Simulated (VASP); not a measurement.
Wanted: the native input for a VASP 6.6.1 run.

- Task: single point
- Functional: PBE
- Potentials or basis: VASP PAW PBE potentials, release 64 (Be, Se)
- Cutoff: 520 eV
- k mesh: 4 × 4 × 2
- Occupations: gaussian, width 0.2 eV
- Spin: no spin polarisation
- Dipole correction: no
- Further INCAR settings: ALGO = Normal; EDIFF = 1e-07; NBANDS = 22

The structure of Be4Se3 lies in POSCAR:

```
Be4Se3
1.0
    4.3810711217      0.0000000000      0.0000000000
   -2.1905355608      3.7941188871      0.0000000000
    0.0000000000      0.0000000000      7.6875315741
Be Se
4 3
Direct
    0.3333333333      0.6666666667      0.4017946560
    0.6666666667      0.3333333333      0.4017946560
    0.0000000000      0.0000000000      0.3264567431
    0.0000000000      0.0000000000      0.7866803344
    0.3333333333      0.6666666667      0.7002529968
    0.6666666667      0.3333333333      0.7002529968
    0.0000000000      0.0000000000      0.0601762770
```

The cell was built from a structure type or drawn by symmetry, and may not be a known phase.

The input as run:

INCAR

```
SYSTEM = Be4Se3
PREC = Accurate
ENCUT = 520
EDIFF = 1E-7
ISMEAR = 0
SIGMA = 0.2
LREAL = .FALSE.
LASPH = .TRUE.
NELM = 60
ALGO = Normal
ISIF = 2
LWAVE = .FALSE.
LCHARG = .TRUE.
GGA = PE
LELF = .TRUE.
LVHAR = .TRUE.
NBANDS = 22
```

KPOINTS

```
Automatic mesh
0
G
  4 4 2
  0 0 0
```

Potentials or basis: VASP PAW PBE potentials, release 64 (Be, Se).

Command:

```console
$ cat potpaw_PBE.64/Be/POTCAR potpaw_PBE.64/Se/POTCAR > POTCAR
$ mpirun -np 1 vasp_std > vasp.out
```

It gave:

```json
{
  "Pressure": "0.1 GPa",
  "Largest force": "0.034 eV/Å",
  "Band gap on the k mesh": "zero (bands 13 and 14 overlap by 0.50 eV)"
}
```

Caveat: the k points lie up to 0.41 Å⁻¹ apart; semilocal functionals underestimate gaps, so a narrow gap can read as zero.

Wall time 44 s on 1 thread of Intel Xeon 8259CL, with other jobs on the host, peak memory 0.25 GiB.
